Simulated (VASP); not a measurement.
## AlZn: single point with PBE

The system is AlZn.

```
CELL_PARAMETERS angstrom
3.47095 0.00000 0.00000
-1.73548 3.00593 0.00000
0.00000 0.00000 3.50834
ATOMIC_POSITIONS crystal
Al 0.00000 0.00000 0.00000
Zn 0.66667 0.33333 0.50000
```

```
Program                : VASP 6.6.1
Task                   : single point
Functional             : PBE
Potentials or basis    : VASP PAW PBE potentials, release 64 (Al, Zn)
Cutoff                 : 520 eV
k mesh                 : 6 × 6 × 6
Occupations            : gaussian, width 0.1 eV
Spin                   : no spin polarisation
Dipole correction      : no
Further INCAR settings : ALGO = Normal; EDIFF = 1e-06; NBANDS = 14
```

```
Pressure               : 0.1 GPa
Band gap on the k mesh : zero (an odd number of electrons rules out a gap without spin polarisation)
```

Levels at points of the mesh, in eV from the Fermi level:
| k point | band 3 | band 4 | band 5 | band 6 | band 7 | band 8 | band 9 | band 10 | band 11 | band 12 |
| --- | --- | --- | --- | --- | --- | --- | --- | --- | --- | --- |
| (0.00, 0.00, 0.00) | -7.18 | -7.18 | -7.08 | -7.08 | 1.49 | 4.16 | 4.99 | 4.99 | 7.39 | 7.39 |
| (0.50, 0.00, 0.00) | -7.23 | -7.11 | -6.97 | -5.45 | -4.73 | 1.89 | 4.56 | 4.78 | 6.75 | 7.49 |
| (0.00, 0.00, 0.50) | -7.17 | -7.15 | -7.15 | -6.61 | -6.00 | 7.39 | 7.39 | 8.31 | 8.31 | 9.93 |
| (0.50, 0.00, 0.50) | -7.23 | -6.96 | -6.96 | -2.98 | -2.64 | -1.60 | -1.24 | 5.09 | 5.11 | 6.44 |

Run time: 7 s on 1 thread of Intel(R) Xeon(R) 6975P-C (Granite Rapids) (shared host), peak memory 0.16 GiB.
